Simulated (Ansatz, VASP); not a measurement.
# Si3BTe2 in VASP and in Ansatz

The input INCAR:

```
SYSTEM = Si3BTe2
PREC = Accurate ; ENCUT = 520
EDIFF = 1E-6 ; ISMEAR = 0
SIGMA = 0.1 ; LREAL = .False.
LASPH = .True. ; NELM = 60
ALGO = Fast ; ISIF = 2
LWAVE = .False. ; LCHARG = .False.
GGA = PE ; NBANDS = 22
```

Contents of KPOINTS:

```
regular mesh
0
Gamma
  6 6 2
  0 0 0
```

Contents of POSCAR:

```
Si3BTe2
1.0
    3.5302676800      0.0000000000      0.0000000000
    0.0000000000      3.5302676800      0.0000000000
    0.0000000000      0.0000000000     10.1894723200
Si B Te
3 1 2
Direct
    0.0000000000      0.0000000000      0.6746923900
    0.0000000000      0.0000000000      0.3274696500
    0.5000000000      0.5000000000      0.8249817500
    0.5000000000      0.5000000000      0.1713354600
    0.0000000000      0.0000000000      0.9999432600
    0.5000000000      0.5000000000      0.5015775000
```

Input for Ansatz:

```yaml
crystal:
  lattice:
    - [3.53026768, 0.0, 0.0]
    - [0.0, 3.53026768, 0.0]
    - [0.0, 0.0, 10.18947232]
  atoms:
    - { symbol: Si, position: [0.0, 0.0, 0.67469239] }
    - { symbol: Si, position: [0.0, 0.0, 0.32746965] }
    - { symbol: Si, position: [0.5, 0.5, 0.82498175] }
    - { symbol: B, position: [0.5, 0.5, 0.17133546] }
    - { symbol: Te, position: [0.0, 0.0, 0.99994326] }
    - { symbol: Te, position: [0.5, 0.5, 0.5015775] }
basis:
  ecutwfc: 420
kpoints:
  mp_grid: { grid: [6, 6, 2] }
hamiltonian:
  xc: pbe
scf:
  occupations: { method: gaussian, width: 0.1 }
  lower_state_search: "off"
output:
  forces: true
  stress: true
  eigenvalues: true
```

Change from the starting cell: species swapped into the MnAl2Cr3 type (P4mm, No. 99).

Alike in both runs: task single point; functional PBE; k mesh 6 × 6 × 2; occupations gaussian, width 0.1 eV; no spin polarisation.

|  | VASP | Ansatz |
| --- | --- | --- |
| version | VASP 6.6.1 | Ansatz 0.2.0 |
| potentials or method | VASP PAW PBE potentials, release 64 (Si, B, Te), cutoff 520 eV | scalar-relativistic, plane waves, PAW |
| valence electrons in the cell | 27 | 47 |

|  | VASP | Ansatz | Ansatz less VASP |
| --- | --- | --- | --- |
| gap on the k mesh at the Fermi level (eV) | none | none | - |
| pressure (GPa) | -6.9 | -6.8 | +0.03 |
| traceless stress, the component that is largest in VASP (GPa) | 0.10 | 0.09 | -0.012 |
| rms of the force components (eV/Å) | 0.329 | 0.329 | +0.0005 |

Atom by atom the forces differ by 0.001 eV/Å (rms over components). A gap of «none» marks a metal or a gap that the smearing closes. The functional is the same, so the differences come from potentials, cutoffs and numerics. VASP's potentials hold 27 valence electrons a cell and Ansatz's 47, so a difference there can come from the potentials and not from the codes.

Spin-orbit coupling is off throughout.
